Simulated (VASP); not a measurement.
Input of a VASP 6.6.1 run:

Contents of INCAR:

```
ALGO = Normal
BPARAM = 11.95
CPARAM = 0.0093
EDIFF = 1E-6
EDIFFG = -0.01
ENCUT = 600
IBRION = 2
ISIF = 3
ISMEAR = 0
IVDW_NL = 2
KPAR = 2
LASPH = T
LATTICE_CONSTRAINTS = .TRUE. .TRUE. .FALSE.
LCHARG = F
LMIXTAU = T
LREAL = F
LUSE_VDW = T
LWAVE = F
METAGGA = R2SCAN
NELM = 120
NSW = 90
PREC = Accurate
SIGMA = 0.03
```

The input KPOINTS:

```
k-points
0
Gamma
  10 8 1
```

POSCAR

```
P
1.0
    3.3164000000      0.0000000000      0.0000000000
    0.0000000000      4.3793000000      0.0000000000
    0.0000000000      0.0000000000     20.1307681600
P
4
Direct
    0.0000000000      0.5806800000      0.4470768300
    0.5000000000      0.9193200000      0.4470768300
    0.5000000000      0.0806800000      0.5529231700
    0.0000000000      0.4193200000      0.5529231700
```

Potentials or basis: VASP PAW PBE potentials, release 64 (P).

Launch:

```bash
$ cat potpaw_PBE.64/P/POTCAR > POTCAR
$ mpirun -np 2 vasp_std > vasp.out
```

Estimate the space group after relaxing (to 0.1 Å).

Pmna (No. 53).

What does it give for the relaxed cell?

a = 3.281 Å, b = 4.583 Å, c = 20.131 Å, α = 90.00°, β = 90.00°, γ = 90.00°.

Estimate the band gap on the k mesh.

1.05 eV.

Forces on the atoms (eV/Å):
```
P    0.000 -0.005  0.000
P    0.000  0.005  0.000
P    0.000 -0.005  0.000
P    0.000  0.005  0.000
```

Caveat: the PAW data sets were made with another functional, which shifts forces and pressure a little. Zero-point motion and thermal expansion aren't in these numbers.
